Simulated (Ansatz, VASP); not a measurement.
InP in VASP and in Ansatz

File POSCAR:

```
InP
1.0
    0.0000000000      2.9108316221      2.9108316221
    2.9108316221      0.0000000000      2.9108316221
    2.9108316221      2.9108316221      0.0000000000
In P
1 1
Direct
    0.0000000000      0.0000000000      0.0000000000
    0.7500000000      0.7500000000      0.7500000000
```

Contents of INCAR.step1:

```
SYSTEM = InP
PREC     = Accurate       ! precision mode
ENCUT    = 520            ! plane-wave cutoff, eV
EDIFF    = 1E-5           ! SCF threshold, eV
ISMEAR   = -1             ! smearing method
SIGMA    = 0.05           ! smearing width, eV
LREAL    = .FALSE.        ! projectors in reciprocal space
LASPH    = .TRUE.         ! aspherical terms in the spheres
NELM     = 60             ! most SCF steps
ALGO     = Normal         ! electronic algorithm
ISIF     = 2              ! what is computed and relaxed
LWAVE    = .TRUE.         ! write WAVECAR
NBANDS   = 16             ! bands
GGA      = PE             ! functional
```

INCAR.step2

```
SYSTEM = InP
PREC     = Accurate       ! precision mode
ENCUT    = 520            ! plane-wave cutoff, eV
EDIFF    = 1E-6           ! SCF threshold, eV
ISMEAR   = -1             ! smearing method
SIGMA    = 0.05           ! smearing width, eV
LREAL    = .FALSE.        ! projectors in reciprocal space
LASPH    = .TRUE.         ! aspherical terms in the spheres
NELM     = 60             ! most SCF steps
ALGO     = Normal         ! electronic algorithm
ISIF     = 2              ! what is computed and relaxed
LWAVE    = .FALSE.        ! write WAVECAR
LCHARG   = .TRUE.         ! write CHGCAR
METAGGA  = R2SCAN         ! meta-GGA
LHFCALC  = .TRUE.         ! exact exchange
AEXX     = 0.25           ! exact-exchange fraction
LMIXTAU  = .TRUE.       
PRECFOCK = Normal       
LELF     = .TRUE.         ! ELF
LVHAR    = .TRUE.       
NBANDS   = 16             ! bands
ISTART   = 1
```

Contents of KPOINTS:

```
regular mesh
0
G
  4 4 4
  0 0 0
```

The input input.yaml:

```yaml
crystal:
  lattice:
    - [0.0, 2.9108316221, 2.9108316221]
    - [2.9108316221, 0.0, 2.9108316221]
    - [2.9108316221, 2.9108316221, 0.0]
  atoms:
    - { symbol: In, position: [0.0, 0.0, 0.0] }
    - { symbol: P, position: [0.75, 0.75, 0.75] }
hamiltonian:
  xc: r2scan0
  pseudopotentials: { kind: paw }
kpoints:
  mp_grid: { grid: [4, 4, 4] }
scf:
  occupations: { method: fermi_dirac, width: 0.05 }
output:
  forces: true
  stress: true
  eigenvalues: true
  write_density: true
  write_potential: true
  elf: true
  volumetric_format: npy
```

Alike in both runs: task single point; functional r2SCAN0; k mesh 4 × 4 × 4; occupations fermi-dirac, width 0.05 eV; no spin polarisation.

```csv
,VASP,Ansatz
version,VASP 6.6.1,Ansatz 0.2.0
potentials or method,"VASP PAW PBE potentials, release 64 (In_d, P)",Ansatz PAW
plane-wave cutoff (eV),520,500
valence electrons in the cell,18,18
```

|  | VASP | Ansatz | Ansatz less VASP |
| --- | --- | --- | --- |
| gap on the k mesh at the Fermi level (eV) | 2.64 | 2.58 | -0.059 |
| least direct gap on the mesh (eV) | 2.64 | 2.58 | -0.059 |
| pressure (GPa) | 1.9 | 2.3 | +0.37 |

VASP's potentials were made for PBE, not for r2SCAN0.

The k mesh is coarse, so the values compare programs but aren't converged.
